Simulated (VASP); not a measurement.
# SiO2 (P4_2/mnm) in VASP: further runs

The runs below take SiO2 through single point, relaxation of cell and atoms, with PBE.

Everything below comes from runs of VASP 6.6.1. Logs are shortened: lines on timing, memory, paths and dates and some standing lists are left out, and cuts for length are marked.

## (1) The cell of the first run

Symmetry: P4_2/mnm, No. 136, tetragonal system. Conventional cell: a = 4.236 Å, b = 4.236 Å, c = 2.691 Å, α = 90.00°, β = 90.00°, γ = 90.00°. Si (site symmetry mmm) has 6 O at 1.77 to 1.84 Å within 2.4 Å. Within 2.4 Å of O (site symmetry m2m) lie 3 Si at 1.77 to 1.84 Å and 1 O at 2.31 Å.

## (2) Single point, PBE

File INCAR:

```
  PREC = Accurate
  ENCUT = 520
  EDIFF = 1E-7
  ISMEAR = 0
  SIGMA = 0.01
  LREAL = False
  LASPH = True
  NELM = 80
  ALGO = Normal
  ISIF = 2
  LWAVE = False
  LCHARG = False
  GGA = PE
  NBANDS = 25
```

File KPOINTS:

```
Automatic mesh
0
Gamma
  6 6 9
```

File POSCAR:

```
SiO2
1.0
    4.2360479125      0.0000000000      0.0000000000
    0.0000000000      4.2360479125      0.0000000000
    0.0000000000      0.0000000000      2.6905121016
Si O
2 4
Direct
    0.0000000000      0.0000000000      0.0000000000
    0.5000000000      0.5000000000      0.5000000000
    0.3069703941      0.3069703941      0.0000000000
    0.6930296059      0.6930296059      0.0000000000
    0.1930296059      0.8069703941      0.5000000000
    0.8069703941      0.1930296059      0.5000000000
```

Potentials or basis: VASP PAW PBE potentials, release 64 (Si, O).

Started as:

```sh
cat potpaw_PBE.64/Si/POTCAR potpaw_PBE.64/O/POTCAR > POTCAR
mpirun -np 1 vasp_std > vasp.out
```

OUTCAR:

```text
PREC = Accurate
   ENCUT = 520
   EDIFF = 1E-7
   ISMEAR = 0
   LREAL = False
   LASPH = True
   NELM = 80
   ISIF = 2
   GGA = PE

 ion  position               nearest neighbor table
   1  0.000  0.000  0.000-   5 1.77   6 1.77   5 1.77   6 1.77   3 1.84   4 1.84
   2  0.500  0.500  0.500-   3 1.77   4 1.77   3 1.77   4 1.77   5 1.84   6 1.84
   3  0.307  0.307  0.000-   2 1.77   2 1.77   1 1.84
   4  0.693  0.693  0.000-   2 1.77   2 1.77   1 1.84
   5  0.193  0.807  0.500-   1 1.77   1 1.77   2 1.84
   6  0.807  0.193  0.500-   1 1.77   1 1.77   2 1.84

  LATTYP: Found a simple tetragonal cell.
 ALAT       =     4.2360479125
 C/A-ratio  =     0.6351467588

  Lattice vectors:

 A1 = (   4.2360479125,   0.0000000000,   0.0000000000)
 A2 = (   0.0000000000,   4.2360479125,   0.0000000000)
 A3 = (   0.0000000000,   0.0000000000,   2.6905121016)

Analysis of symmetry for initial positions (statically):
=====================================================================
 Subroutine PRICEL returns:
 Original cell was already a primitive cell.

 Routine SETGRP: Setting up the symmetry group for a
 simple tetragonal supercell.

 Subroutine GETGRP returns: Found 16 space group operations
 (whereof  8 operations were pure point group operations)
 out of a pool of 16 trial point group operations.

The static configuration has the point symmetry D_2h.
 The point group associated with its full space group is D_4h.

Analysis of symmetry for dynamics (positions and initial velocities):
=====================================================================
 Subroutine PRICEL returns:
 Original cell was already a primitive cell.

 Routine SETGRP: Setting up the symmetry group for a
 simple tetragonal supercell.

 Subroutine GETGRP returns: Found 16 space group operations
 (whereof  8 operations were pure point group operations)
 out of a pool of 16 trial point group operations.

The dynamic configuration has the point symmetry D_2h.
 The point group associated with its full space group is D_4h.

 Subroutine INISYM returns: Found 16 space group operations
 (whereof  8 operations are pure point group operations),
 and found     1 'primitive' translations

----------------------------------------------------------------------------------------

                                     Primitive cell

  volume of cell :      48.2788

  direct lattice vectors                    reciprocal lattice vectors
     4.236047913  0.000000000  0.000000000     0.236069096  0.000000000  0.000000000
     0.000000000  4.236047913  0.000000000     0.000000000  0.236069096  0.000000000
     0.000000000  0.000000000  2.690512102     0.000000000  0.000000000  0.371676455

  length of vectors
     4.236047913  4.236047913  2.690512102     0.236069096  0.236069096  0.371676455

  position of ions in fractional coordinates (direct lattice)
     0.000000000  0.000000000  0.000000000
     0.500000000  0.500000000  0.500000000
     0.306970394  0.306970394  0.000000000
     0.693029606  0.693029606  0.000000000
     0.193029606  0.806970394  0.500000000
     0.806970394  0.193029606  0.500000000

  ion indices of the primitive-cell ions
   primitive index   ion index
                 1           1
                 2           2
                 3           3
                 4           4
                 5           5
                 6           6

----------------------------------------------------------------------------------------

 KPOINTS: Automatic mesh

Automatic generation of k-mesh.
 Grid dimensions read from file:
 generate k-points for:    6    6    9

 Generating k-lattice:

  Cartesian coordinates                     Fractional coordinates (reciprocal lattice)
     0.039344849  0.000000000  0.000000000     0.166666667  0.000000000  0.000000000
     0.000000000  0.039344849  0.000000000     0.000000000  0.166666667  0.000000000
     0.000000000  0.000000000  0.041297384     0.000000000  0.000000000  0.111111111

  Length of vectors
     0.039344849  0.039344849  0.041297384

  Shift w.r.t. Gamma in fractional coordinates (k-lattice)
     0.000000000  0.000000000  0.000000000

 Subroutine IBZKPT returns following result:
 ===========================================

 Found     50 irreducible k-points:

 Following reciprocal coordinates:
            Coordinates               Weight
  0.000000  0.000000  0.000000      1.000000
  0.166667  0.000000  0.000000      4.000000
  0.333333  0.000000  0.000000      4.000000
  0.500000  0.000000  0.000000      2.000000
  0.166667  0.166667  0.000000      4.000000
  0.333333  0.166667  0.000000      8.000000
[... 16 lines left out ...]
  0.333333  0.000000  0.222222      8.000000
  0.500000  0.000000  0.222222      4.000000
 [... further k-points ...]
   k-points           NKPTS =     50   k-points in BZ     NKDIM =     50   number of bands    NBANDS=     25
   number of dos      NEDOS =    301   number of ions     NIONS =      6
   total plane-waves  NPLWV =  20480
   dimension x,y,z NGX =    32 NGY =   32 NGZ =   20
   dimension x,y,z NGXF=    64 NGYF=   64 NGZF=   40
   ions per type =               2   4
   NGX,Y,Z   is equivalent  to a cutoff of  12.56, 12.56, 12.36 a.u.
   NGXF,Y,Z  is equivalent  to a cutoff of  25.12, 25.12, 24.72 a.u.
 SYSTEM =  unknown system
   PREC   = accura    normal or accurate (medium, high low for compatibility)
   ISTART =      0    job   : 0-new  1-cont  2-samecut
   ICHARG =      2    charge: 1-file 2-atom 10-const
   ISPIN  =      1    spin polarized calculation?
   LNONCOLLINEAR =      F non collinear calculations
   LSORBIT =      F    spin-orbit coupling
   LASPH  =      T    aspherical Exc in radial PAW
   ENCUT  =  520.0 eV  38.22 Ry    6.18 a.u.   7.88  7.88  5.00*2*pi/ulx,y,z
   NELM   =     80;   NELMIN=  2; NELMDL= -5     # of ELM steps
   EDIFF  = 0.1E-06   stopping-criterion for ELM
   LREAL  =      F    real-space projection
   EDIFFG = 0.1E-05   stopping-criterion for IOM
   NSW    =      0    number of steps for IOM
   IBRION =     -1    ionic relax: 0-MD 1-quasi-New 2-CG
   NFREE  =      0    steps in history (QN), initial steepest desc. (CG)
   ISIF   =      2    stress and relaxation
   ISYM   =      2    0-nonsym 1-usesym 2-fastsym
   POTIM  = 0.5000    time-step for ionic-motion
   TEBEG  =    0.0;   TEEND  =   0.0 temperature during run
   PSTRESS=    0.0 pullay stress
   NELECT =      32.0000    total number of electrons
   NUPDOWN=      -1.0000    fix difference up-down
   EMIN   =  10.00;   EMAX   =-10.00  energy-range for DOS
   EFERMI =   0.00;   METHOD = LEGACY
   ISMEAR =     0;   SIGMA  =   0.01  broadening in eV -4-tet -1-fermi 0-gaus
   EFERMI_NEDOS =   21; number of points for ismear=-14 and -15
   IALGO  =     38    algorithm
   IMIX   =      4    mixing-type and parameters
     AMIX     =   0.40;   BMIX     =  1.00
     AMIX_MAG =   1.60;   BMIX_MAG =  1.00
  volume/ion in A,a.u.               =       8.05        54.30
  Fermi-wavevector in a.u.,A,eV,Ry     =   1.427379  2.697355 27.720652  2.037410
  Thomas-Fermi vector in A             =   2.547555
   LORBIT       =      0    0 simple, 1 ext, 2 COOP (PROOUT), +10 PAW based schemes
   GGA     = PE    functional components
   LHFCALC =     F    Hartree Fock is set to
   AEXX    =    0.0000 exact exchange contribution
   IVDW    =     0    specifies the selected vdW correction
   LEPSILON=     F    determine dielectric tensor
   LRPA    =     F    only Hartree local field effects (RPA)
 non-spin polarized calculation
 Gauss-broadening in eV      SIGMA  =   0.01
  energy-cutoff  :      520.00
  volume of cell :       48.28
 maximum number of plane-waves:      1317
 NGX is ok and might be reduce to    32
   NGX = 15   NGY = 15   NGZ = 11

 number of electron      31.9999992 magnetization

 Free energy of the ion-electron system (eV)
  ---------------------------------------------------
  ext. energy  EPLUGINS =         0.00000000
  ---------------------------------------------------
  free energy    TOTEN  =       -46.31691180 eV

  energy without entropy =      -46.31691180  energy(sigma->0) =      -46.31691180

 E-fermi :   7.8876     XC(G=0): -12.0799

 val. band max:        7.7317431570   @ k =   0.0000   0.0000   0.0000
 cond. band min:      12.7561423082   @ k =   0.0000   0.0000   0.0000
 fundamental gap:      5.0243991512
 Fermi energy:         7.8875895667

 k-point     1 :       0.0000    0.0000    0.0000
  band No.  band energies     occupation
      1     -14.4794      2.00000
      2     -11.0191      2.00000
      3     -11.0191      2.00000
      4     -10.8612      2.00000
      5      -2.8752      2.00000
      6       1.4987      2.00000
[... 17 lines left out ...]
     24      21.4222      0.00000
     25      23.0767      0.00000

 k-point     2 :       0.1667    0.0000    0.0000
  band No.  band energies     occupation
      1     -14.3412      2.00000
      2     -11.6666      2.00000
      3     -10.9513      2.00000
      4     -10.4996      2.00000
      5      -2.6807      2.00000
      6       0.7628      2.00000
[... 17 lines left out ...]
     24      20.9223      0.00000
     25      22.9499      0.00000

 k-point     3 :       0.3333    0.0000    0.0000
  band No.  band energies     occupation
      1     -13.9368      2.00000
      2     -12.5061      2.00000
      3     -10.7699      2.00000
      4     -10.4046      2.00000
      5      -2.1449      2.00000
      6      -0.3418      2.00000
[... 17 lines left out ...]
     24      21.2696      0.00000
     25      22.3444      0.00000

 k-point     4 :       0.5000    0.0000    0.0000
  band No.  band energies     occupation
      1     -13.3022      2.00000
      2     -13.3022      2.00000
      3     -10.5464      2.00000
      4     -10.5464      2.00000
      5      -1.3455      2.00000
      6      -1.3455      2.00000
[... 17 lines left out ...]
     24      21.0416      0.00000
     25      22.3235      0.00000

 k-point     5 :       0.1667    0.1667    0.0000
  band No.  band energies     occupation
      1     -14.2066      2.00000
      2     -11.8503      2.00000
      3     -11.1032      2.00000
      4     -10.4024      2.00000
      5      -2.4635      2.00000
      6       0.6577      2.00000
[... 17 lines left out ...]
     24      20.7590      0.00000
     25      22.9663      0.00000

 k-point     6 :       0.3333    0.1667    0.0000
  band No.  band energies     occupation
      1     -13.8152      2.00000
      2     -12.4809      2.00000
      3     -10.9995      2.00000
      4     -10.4705      2.00000
      5      -1.8831      2.00000
      6      -0.1315      2.00000
[... 17 lines left out ...]
     24      21.1223      0.00000
     25      22.5510      0.00000
[... 393 lines left out ...]
 k-point    21 :       0.0000    0.0000    0.2222
  band No.  band energies     occupation
      1     -13.8610      2.00000
      2     -10.8372      2.00000
      3     -10.7239      2.00000
      4     -10.7239      2.00000
      5      -2.6820      2.00000
      6       1.2791      2.00000
[... 17 lines left out ...]
     24      21.2603      0.00000
     25      21.7992      0.00000

 k-point    22 :       0.1667    0.0000    0.2222
  band No.  band energies     occupation
      1     -13.7325      2.00000
      2     -11.3627      2.00000
      3     -10.6766      2.00000
      4     -10.4390      2.00000
      5      -2.4251      2.00000
      6       0.8168      2.00000
[... 17 lines left out ...]
     24      21.2293      0.00000
     25      21.5645      0.00000

 k-point    23 :       0.3333    0.0000    0.2222
  band No.  band energies     occupation
      1     -13.3594      2.00000
      2     -12.0762      2.00000
      3     -10.5546      2.00000
      4     -10.3445      2.00000
      5      -1.7530      2.00000
      6       0.0678      2.00000
[... 17 lines left out ...]
     24      20.4433      0.00000
     25      21.6048      0.00000

 k-point    24 :       0.5000    0.0000    0.2222
  band No.  band energies     occupation
      1     -12.7819      2.00000
      2     -12.7819      2.00000
      3     -10.4152      2.00000
      4     -10.4152      2.00000
      5      -0.8678      2.00000
      6      -0.8678      2.00000
[... 17 lines left out ...]
     24      20.3168      0.00000
     25      21.4801      0.00000

 [... further k-points ...]

------------------------ aborting loop because EDIFF is reached ----------------------------------------

  FORCE on cell =-STRESS in cart. coord.  units (eV):
  Direction    XX          YY          ZZ          XY          YZ          ZX
  --------------------------------------------------------------------------------------
  -------------------------------------------------------------------------------------
  Total       -0.0240211     -0.0240211      0.1647571      0.0000000      0.0000000      0.0000000
  in kB       -0.7971629     -0.7971629      5.4676174      0.0000000      0.0000000      0.0000000
  external PRESSURE =       1.2910972 kB  Pullay stress =       0.0000000 kB

 VOLUME and BASIS-vectors are now :
 -----------------------------------------------------------------------------
  energy-cutoff  :      520.00
  volume of cell :       48.28
      direct lattice vectors                 reciprocal lattice vectors
     4.236047913  0.000000000  0.000000000     0.236069096  0.000000000  0.000000000
     0.000000000  4.236047913  0.000000000     0.000000000  0.236069096  0.000000000
     0.000000000  0.000000000  2.690512102     0.000000000  0.000000000  0.371676455

 POSITION                                       TOTAL-FORCE (eV/Angst)
 -----------------------------------------------------------------------------------
      0.00000      0.00000      0.00000        -0.000000     -0.000000      0.000000
      2.11802      2.11802      1.34526        -0.000000     -0.000000      0.000000
      1.30034      1.30034      0.00000        -0.011334     -0.011334      0.000000
      2.93571      2.93571      0.00000         0.011334      0.011334      0.000000
      0.81768      3.41837      1.34526         0.011334     -0.011334      0.000000
      3.41837      0.81768      1.34526        -0.011334      0.011334      0.000000
 -----------------------------------------------------------------------------------
    total drift:                                0.000000      0.000000      0.000000

  FREE ENERGIE OF THE ION-ELECTRON SYSTEM (eV)
  ---------------------------------------------------
  free  energy   TOTEN  =       -46.3169117958 eV

  energy  without entropy=      -46.3169117958  energy(sigma->0) =      -46.31691180
```

Wall time 68 s (1 thread of AMD EPYC 7R43 (Zen 3), shared host); peak memory 0.14 GiB.

What came out:

```
Free energy            : -46.3169 eV
Pressure               : 0.1 GPa
Largest force          : 0.016 eV/Å
Band gap on the k mesh : 5.02 eV
```

Forces in eV/Å, atoms in the order of the input:
```
Si   0.000  0.000  0.000
Si   0.000  0.000  0.000
O   -0.011 -0.011  0.000
O    0.011  0.011  0.000
O    0.011 -0.011  0.000
O   -0.011  0.011  0.000
```

Caveat: an odd mesh through Γ misses points on the zone boundary, where band edges can lie.

[end of part 1 of 2]
